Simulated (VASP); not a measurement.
A run of VASP 6.6.1:

File INCAR:

```
SYSTEM = Yb
ALGO = Fast
EDIFF = 1E-6
ENCUT = 520
GGA = PE
ISIF = 2
ISMEAR = 0
LASPH = .True.
LCHARG = .False.
LREAL = .False.
LWAVE = .False.
NBANDS = 18
NELM = 80
PREC = Accurate
SIGMA = 0.15
```

File KPOINTS:

```
k-points
0
Gamma
  16 16 16
  0 0 0
```

POSCAR

```
Yb
1.0
    0.0000000000      2.6743922341      2.2916867054
    2.6743922341      0.0000000000      2.2916867054
    2.6743922341      2.6743922341      0.0000000000
Yb
1
Direct
    0.0000000000      0.0000000000      0.0000000000
```

Potentials or basis: VASP PAW PBE potentials, release 64 (Yb).

Run with:

```console
$ cat potpaw_PBE.64/Yb/POTCAR > POTCAR
$ mpirun -np 1 vasp_std > vasp.out
```

Hardware: 1 thread of Intel(R) Xeon(R) 6975P-C (Granite Rapids) (shared host).

Task: How long does it take, and how much memory?

Result: It took 5.7 min on 1 thread of Intel(R) Xeon(R) 6975P-C (Granite Rapids), on a shared host, peak memory 0.35 GiB. Counts: scf iterations 38, k points 349.
